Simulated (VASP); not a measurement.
# RbVF3 (Pm-3m) in VASP: notebook

The runs below take RbVF3 through single point, with LDA+U.

Program: VASP 6.6.1. These are calculated values, not measurements. Logs are shortened: lines on timing, memory, paths and dates and some standing lists are left out, and cuts for length are marked.

## (1) The cell of the first run

It takes space group Pm-3m (No. 221, cubic). Conventional cell: a = 4.182 Å, b = 4.182 Å, c = 4.182 Å, α = 90.00°, β = 90.00°, γ = 90.00°. Within 3.9 Å of Rb (site symmetry m-3m) lie 12 F at 2.96 Å and 8 V at 3.62 Å. V (site symmetry m-3m) has 6 F at 2.09 Å within 2.8 Å. F (site symmetry 4/mmm) has 2 V at 2.09 Å within 2.8 Å.

## (2) Single point, LDA+U, collinear spin, ferromagnetic start

The input, INCAR:

```
SYSTEM = RbVF3
PREC = Accurate
ENCUT = 520
EDIFF = 1E-6
ISMEAR = 0
SIGMA = 0.05
LREAL = .False.
LASPH = .True.
NELM = 150
ALGO = Normal
ISIF = 2
LWAVE = .False.
LCHARG = .False.
ISPIN = 2
MAGMOM = 0 0.75 0 0 0
LORBIT = 11
NUPDOWN = 0.75
LMAXMIX = 4
LDAU = .True.
LDAUTYPE = 2
LDAUL = -1 2 -1
LDAUU = 0 4 0
LDAUJ = 0 0 0
LDAUPRINT = 1
NBANDS = 34
```

The input, KPOINTS:

```
regular mesh
0
Gamma
  5 5 5
  0 0 0
```

The input, POSCAR:

```
RbVF3
1.0
    4.1819996800      0.0000000000      0.0000000000
    0.0000000000      4.1819996800      0.0000000000
    0.0000000000      0.0000000000      4.1819996800
Rb V F
1 1 3
Direct
    0.0000000000      0.0000000000      0.0000000000
    0.5000000000      0.5000000000      0.5000000000
    0.5000000000      0.5000000000      0.0000000000
    0.0000000000      0.5000000000      0.5000000000
    0.5000000000      0.0000000000      0.5000000000
```

Potentials or basis: VASP PAW LDA potentials, release 64 (Rb_sv, V_sv, F).

Started as:

```bash
cat potpaw_LDA.64/Rb_sv/POTCAR potpaw_LDA.64/V_sv/POTCAR potpaw_LDA.64/F/POTCAR > POTCAR
mpirun -np 1 vasp_std > vasp.out
```

OUTCAR:

```text
SYSTEM = RbVF3
   PREC = Accurate
   ENCUT = 520
   EDIFF = 1E-6
   ISMEAR = 0
   LREAL = .False.
   LASPH = .True.
   NELM = 150
   ISIF = 2
   ISPIN = 2
   LORBIT = 11
   NUPDOWN = 0.75

 ion  position               nearest neighbor table
   1  0.000  0.000  0.000-   3 2.96   4 2.96   5 2.96   4 2.96   5 2.96   3 2.96   4 2.96   4 2.96
                             3 2.96   5 2.96   5 2.96   3 2.96   2 3.62   2 3.62   2 3.62   2 3.62
   2  0.500  0.500  0.500-   3 2.09   4 2.09   5 2.09   3 2.09   5 2.09   4 2.09   1 3.62   1 3.62
                             1 3.62   1 3.62   1 3.62   1 3.62   1 3.62   1 3.62
   3  0.500  0.500  0.000-   2 2.09   2 2.09   1 2.96   1 2.96   1 2.96   1 2.96
   4  0.000  0.500  0.500-   2 2.09   2 2.09   1 2.96   1 2.96   1 2.96   1 2.96
   5  0.500  0.000  0.500-   2 2.09   2 2.09   1 2.96   1 2.96   1 2.96   1 2.96

  LATTYP: Found a simple cubic cell.
 ALAT       =     4.1819996800

  Lattice vectors:

 A1 = (   4.1819996800,   0.0000000000,   0.0000000000)
 A2 = (   0.0000000000,   4.1819996800,   0.0000000000)
 A3 = (   0.0000000000,   0.0000000000,   4.1819996800)

Analysis of symmetry for initial positions (statically):
=====================================================================
 Subroutine PRICEL returns:
 Original cell was already a primitive cell.

 Routine SETGRP: Setting up the symmetry group for a
 simple cubic supercell.

 Subroutine GETGRP returns: Found 48 space group operations
 (whereof 48 operations were pure point group operations)
 out of a pool of 48 trial point group operations.

The static configuration has the point symmetry O_h .

Analysis of symmetry for dynamics (positions and initial velocities):
=====================================================================
 Subroutine PRICEL returns:
 Original cell was already a primitive cell.

 Routine SETGRP: Setting up the symmetry group for a
 simple cubic supercell.

 Subroutine GETGRP returns: Found 48 space group operations
 (whereof 48 operations were pure point group operations)
 out of a pool of 48 trial point group operations.

The dynamic configuration has the point symmetry O_h .

Analysis of structural, dynamic, and magnetic symmetry:
=====================================================================
 Subroutine PRICEL returns:
 Original cell was already a primitive cell.

 Routine SETGRP: Setting up the symmetry group for a
 simple cubic supercell.

 Subroutine GETGRP returns: Found 48 space group operations
 (whereof 48 operations were pure point group operations)
 out of a pool of 48 trial point group operations.

The overall configuration has the point symmetry O_h .

 Subroutine INISYM returns: Found 48 space group operations
 (whereof 48 operations are pure point group operations),
 and found     1 'primitive' translations

----------------------------------------------------------------------------------------

                                     Primitive cell

  volume of cell :      73.1395

  direct lattice vectors                    reciprocal lattice vectors
     4.181999680  0.000000000  0.000000000     0.239120057  0.000000000  0.000000000
     0.000000000  4.181999680  0.000000000     0.000000000  0.239120057  0.000000000
     0.000000000  0.000000000  4.181999680     0.000000000  0.000000000  0.239120057

  length of vectors
     4.181999680  4.181999680  4.181999680     0.239120057  0.239120057  0.239120057

  position of ions in fractional coordinates (direct lattice)
     0.000000000  0.000000000  0.000000000
     0.500000000  0.500000000  0.500000000
     0.500000000  0.500000000  0.000000000
     0.000000000  0.500000000  0.500000000
     0.500000000  0.000000000  0.500000000

  ion indices of the primitive-cell ions
   primitive index   ion index
                 1           1
                 2           2
                 3           3
                 4           4
                 5           5

----------------------------------------------------------------------------------------

 KPOINTS: regular mesh

Automatic generation of k-mesh.
 Grid dimensions read from file:
 generate k-points for:    5    5    5

 Generating k-lattice:
[... 35 lines left out ...]
   NGX,Y,Z   is equivalent  to a cutoff of  12.72, 12.72, 12.72 a.u.
   NGXF,Y,Z  is equivalent  to a cutoff of  25.44, 25.44, 25.44 a.u.
 SYSTEM =  RbVF3
   PREC   = accura    normal or accurate (medium, high low for compatibility)
   ISTART =      0    job   : 0-new  1-cont  2-samecut
   ICHARG =      2    charge: 1-file 2-atom 10-const
   ISPIN  =      2    spin polarized calculation?
   LNONCOLLINEAR =      F non collinear calculations
   LSORBIT =      F    spin-orbit coupling
   LASPH  =      T    aspherical Exc in radial PAW
   ENCUT  =  520.0 eV  38.22 Ry    6.18 a.u.   7.78  7.78  7.78*2*pi/ulx,y,z
   NELM   =    150;   NELMIN=  2; NELMDL= -5     # of ELM steps
   EDIFF  = 0.1E-05   stopping-criterion for ELM
   LREAL  =      F    real-space projection
   EDIFFG = 0.1E-04   stopping-criterion for IOM
   NSW    =      0    number of steps for IOM
   IBRION =     -1    ionic relax: 0-MD 1-quasi-New 2-CG
   NFREE  =      0    steps in history (QN), initial steepest desc. (CG)
   ISIF   =      2    stress and relaxation
   ISYM   =      2    0-nonsym 1-usesym 2-fastsym
   POTIM  = 0.5000    time-step for ionic-motion
   TEBEG  =    0.0;   TEEND  =   0.0 temperature during run
   PSTRESS=    0.0 pullay stress
   NELECT =      43.0000    total number of electrons
   NUPDOWN=       0.7500    fix difference up-down
   EMIN   =  10.00;   EMAX   =-10.00  energy-range for DOS
   EFERMI =   0.00;   METHOD = LEGACY
   ISMEAR =     0;   SIGMA  =   0.05  broadening in eV -4-tet -1-fermi 0-gaus
   EFERMI_NEDOS =   21; number of points for ismear=-14 and -15
   IALGO  =     38    algorithm
   IMIX   =      4    mixing-type and parameters
     AMIX     =   0.40;   BMIX     =  1.00
     AMIX_MAG =   1.60;   BMIX_MAG =  1.00
  volume/ion in A,a.u.               =      14.63        98.71
  Fermi-wavevector in a.u.,A,eV,Ry     =   1.371451  2.591667 25.590900  1.880878
  Thomas-Fermi vector in A             =   2.497147
   LORBIT       =     11    0 simple, 1 ext, 2 COOP (PROOUT), +10 PAW based schemes
 LDA+U is selected, type is set to LDAUTYPE =  2
   angular momentum for each species LDAUL =    -1    2   -1
   U (eV)           for each species LDAUU =   0.0  4.0  0.0
   J (eV)           for each species LDAUJ =   0.0  0.0  0.0
   GGA     = CA    functional components
   LHFCALC =     F    Hartree Fock is set to
   AEXX    =    0.0000 exact exchange contribution
   IVDW    =     0    specifies the selected vdW correction
   LEPSILON=     F    determine dielectric tensor
   LRPA    =     F    only Hartree local field effects (RPA)
 spin polarized calculation
 Gauss-broadening in eV      SIGMA  =   0.05
  energy-cutoff  :      520.00
  volume of cell :       73.14
 maximum number of plane-waves:      1975
 NGX is ok and might be reduce to    32
   NGX = 15   NGY = 15   NGZ = 15

atom =   2  type =  2  l = 2

 onsite density matrix

spin component  1

  0.5708 -0.0000 -0.0000 -0.0000  0.0000
 -0.0000  0.5708  0.0000 -0.0000 -0.0000
 -0.0000  0.0000  0.0877 -0.0000 -0.0000
 -0.0000 -0.0000 -0.0000  0.5708  0.0000
  0.0000 -0.0000 -0.0000  0.0000  0.0877

spin component  2

  0.3391  0.0000 -0.0000 -0.0000  0.0000
  0.0000  0.3391  0.0000  0.0000 -0.0000
 -0.0000  0.0000  0.0837 -0.0000 -0.0000
 -0.0000  0.0000 -0.0000  0.3391  0.0000
  0.0000 -0.0000 -0.0000  0.0000  0.0837

 occupancies and eigenvectors

  o =  0.0837  v =  0.0000  0.0000  0.0000  0.0000  0.0000  0.0000 -0.0000 -0.0016  0.0000 -1.0000      0.0000  0.0000  0.0000  0.0000  0.0000  0.0000  0.0000  0.0000  0.0000  0.0000
  o =  0.0837  v =  0.0000  0.0000  0.0000  0.0000  0.0000  0.0000  0.0000  1.0000 -0.0000 -0.0016      0.0000  0.0000  0.0000  0.0000  0.0000  0.0000  0.0000  0.0000  0.0000  0.0000
  o =  0.0877  v =  0.0000  0.0000  0.0039  0.0000  1.0000  0.0000  0.0000  0.0000  0.0000  0.0000      0.0000  0.0000  0.0000  0.0000  0.0000  0.0000  0.0000  0.0000  0.0000  0.0000
  o =  0.0877  v =  0.0000  0.0000 -1.0000  0.0000  0.0039  0.0000  0.0000  0.0000  0.0000  0.0000      0.0000  0.0000  0.0000  0.0000  0.0000  0.0000  0.0000  0.0000  0.0000  0.0000
  o =  0.3391  v =  0.0000  0.0000  0.0000  0.0000  0.0000  1.0000  0.0000  0.0000  0.0000  0.0000      0.0000  0.0000  0.0000  0.0000  0.0000  0.0000  0.0000  0.0000  0.0000  0.0000
  o =  0.3391  v =  0.0000  0.0000  0.0000  0.0000  0.0000  0.0000 -0.1482  0.0000 -0.9890  0.0000      0.0000  0.0000  0.0000  0.0000  0.0000  0.0000  0.0000  0.0000  0.0000  0.0000
  o =  0.3391  v =  0.0000  0.0000  0.0000  0.0000  0.0000  0.0000 -0.9890  0.0000  0.1482 -0.0000      0.0000  0.0000  0.0000  0.0000  0.0000  0.0000  0.0000  0.0000  0.0000  0.0000
  o =  0.5708  v =  1.0000  0.0000  0.0000  0.0000  0.0000  0.0000  0.0000  0.0000  0.0000  0.0000      0.0000  0.0000  0.0000  0.0000  0.0000  0.0000  0.0000  0.0000  0.0000  0.0000
  o =  0.5708  v =  0.0000 -0.1283 -0.0000  0.9917 -0.0000  0.0000  0.0000  0.0000  0.0000  0.0000      0.0000  0.0000  0.0000  0.0000  0.0000  0.0000  0.0000  0.0000  0.0000  0.0000
  o =  0.5708  v =  0.0000 -0.9917 -0.0000 -0.1283 -0.0000  0.0000  0.0000  0.0000  0.0000  0.0000      0.0000  0.0000  0.0000  0.0000  0.0000  0.0000  0.0000  0.0000  0.0000  0.0000

 number of electron      42.9999988 magnetization       0.7499998

 Free energy of the ion-electron system (eV)
  ---------------------------------------------------
  ext. energy  EPLUGINS =         0.00000000
  ---------------------------------------------------
  free energy    TOTEN  =       -26.34801535 eV

  energy without entropy =      -26.33316578  energy(sigma->0) =      -26.34059057

 E-fermi :   5.3506     XC(G=0): -10.5314

 val. band max:        5.2391947107   @ k =   0.2000   0.2000   0.2000
 cond. band min:       4.1544349140   @ k =   0.4000   0.2000   0.2000
 fundamental gap:     -1.0847597967
 Fermi energy:         4.1480682131

 spin component 1

 k-point     1 :       0.0000    0.0000    0.0000
  band No.  band energies     occupation
      1     -60.0973      1.00000
      2     -34.4120      1.00000
      3     -34.4120      1.00000
      4     -34.4120      1.00000
      5     -23.4024      1.00000
      6     -20.9260      1.00000
[... 349 lines left out ...]
     32      12.9144      0.00000
     33      13.8230      0.00000
 Fermi energy:         5.3505665346

 spin component 2

 k-point     1 :       0.0000    0.0000    0.0000
  band No.  band energies     occupation
      1     -59.4404      1.00000
      2     -33.7749      1.00000
      3     -33.7749      1.00000
      4     -33.7749      1.00000
      5     -23.4027      1.00000
      6     -20.9116      1.00000
[... 349 lines left out ...]
     32      13.0646      0.00000
     33      13.8643      0.00000
 [bands above 33 left out]

------------------------ aborting loop because EDIFF is reached ----------------------------------------

  FORCE on cell =-STRESS in cart. coord.  units (eV):
  Direction    XX          YY          ZZ          XY          YZ          ZX
  --------------------------------------------------------------------------------------
  -------------------------------------------------------------------------------------
  Total       -3.2705635     -3.2705635     -3.2705635     -0.0000000      0.0000000     -0.0000000
  in kB      -71.6442238    -71.6442238    -71.6442238     -0.0000000      0.0000000     -0.0000000
  external PRESSURE =     -71.6442238 kB  Pullay stress =       0.0000000 kB

 VOLUME and BASIS-vectors are now :
 -----------------------------------------------------------------------------
  energy-cutoff  :      520.00
  volume of cell :       73.14
      direct lattice vectors                 reciprocal lattice vectors
     4.181999680  0.000000000  0.000000000     0.239120057  0.000000000  0.000000000
     0.000000000  4.181999680  0.000000000     0.000000000  0.239120057  0.000000000
     0.000000000  0.000000000  4.181999680     0.000000000  0.000000000  0.239120057

 POSITION                                       TOTAL-FORCE (eV/Angst)
 -----------------------------------------------------------------------------------
      0.00000      0.00000      0.00000         0.000000      0.000000      0.000000
      2.09100      2.09100      2.09100         0.000000      0.000000      0.000000
      2.09100      2.09100      0.00000         0.000000      0.000000      0.000000
      0.00000      2.09100      2.09100         0.000000      0.000000      0.000000
      2.09100      0.00000      2.09100         0.000000      0.000000      0.000000
 -----------------------------------------------------------------------------------
    total drift:                                0.000000     -0.000000     -0.000000

  FREE ENERGIE OF THE ION-ELECTRON SYSTEM (eV)
  ---------------------------------------------------
  free  energy   TOTEN  =       -26.3480153526 eV

  energy  without entropy=      -26.3331657816  energy(sigma->0) =      -26.34059057

 total charge

# of ion       s       p       d       tot
------------------------------------------
    1        1.936   5.340   0.031   7.307
    2        2.137   6.113   3.048  11.298
    3        1.721   4.342   0.000   6.063
    4        1.721   4.342   0.000   6.063
    5        1.721   4.342   0.000   6.063
--------------------------------------------------
tot          9.236  24.480   3.079  36.795

 magnetization (x)

# of ion       s       p       d       tot
------------------------------------------
    1       -0.000   0.000  -0.002  -0.001
    2        0.002   0.002   0.701   0.705
    3       -0.000   0.004   0.000   0.004
    4       -0.000   0.004   0.000   0.004
    5       -0.000   0.004   0.000   0.004
--------------------------------------------------
tot          0.001   0.014   0.699   0.714
```

Wall time 55 s (1 thread of Intel Xeon 8259CL, shared host); peak memory 0.18 GiB.

What came out:

| Quantity | Value |
| --- | --- |
| Free energy | -26.3480 eV |
| Pressure | -7.2 GPa |
| Net moment | 0.75 μB per cell |
| Site moments | Rb -0.00; V +0.70; F +0.00 μB |
| Valence electrons inside the program's atomic spheres | Rb 7.31; V 11.30; F 6.06 |

Eigenvalues of the final occupation matrices:
```
    site  spin  trace               eigenvalues
site 2 d     1   1.89  0.09 0.09 0.57 0.57 0.57
site 2 d     2   1.18  0.08 0.08 0.34 0.34 0.34
```

Caveat: the cell stands under tension; the total moment is fixed, so each spin has its own Fermi level and the state may be an excited one. The state reached can hang on the start; a lower one may exist.

(Continued in part 2 of 2.)
